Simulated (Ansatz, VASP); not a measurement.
# Two plane-wave programs on LiMg2

```
CELL_PARAMETERS angstrom
4.70384 -1.49592 0.00000
4.70384 1.49592 0.00000
-0.95110 0.00000 2.84677
ATOMIC_POSITIONS crystal
Li 0.50000 0.50000 0.50000
Mg 0.84132 0.84132 0.84114
Mg 0.15868 0.15868 0.15886
```

Change from the starting cell: volume scaled by 0.65, PAW files.

Alike in both runs: task electric field gradients; functional LDA; k mesh 11 × 11 × 11; occupations fermi-dirac, width 0.05 eV; no spin polarisation.

```csv
,VASP,Ansatz
version,VASP 6.6.1,Ansatz 0.2.0
potentials or method,"VASP PAW LDA potentials, release 64 (Li_sv, Mg)","PAW with Ansatz's default frozen-core files, scalar-relativistic"
plane-wave cutoff (eV),520,420
valence electrons in the cell,7,23
```

|  | VASP | Ansatz | Ansatz less VASP |
| --- | --- | --- | --- |
| rms of the force components (eV/Å) | 0.245 | 0.239 | -0.0059 |
| size of Vzz on the site where it differs most (V/Å²) | 3.2 | 2.8 | -0.35 |

LDA's correlation is that of Perdew and Zunger in VASP and of Perdew and Wang (1992) in Ansatz. Atom by atom the forces differ by 0.006 eV/Å (rms over components). VASP's potentials hold 7 valence electrons a cell and Ansatz's 23, so a difference there can come from the potentials and not from the codes.

Noted on VASP's run: the cutoff is under 1.25 times that of the potentials, so the pressure is a little rough.
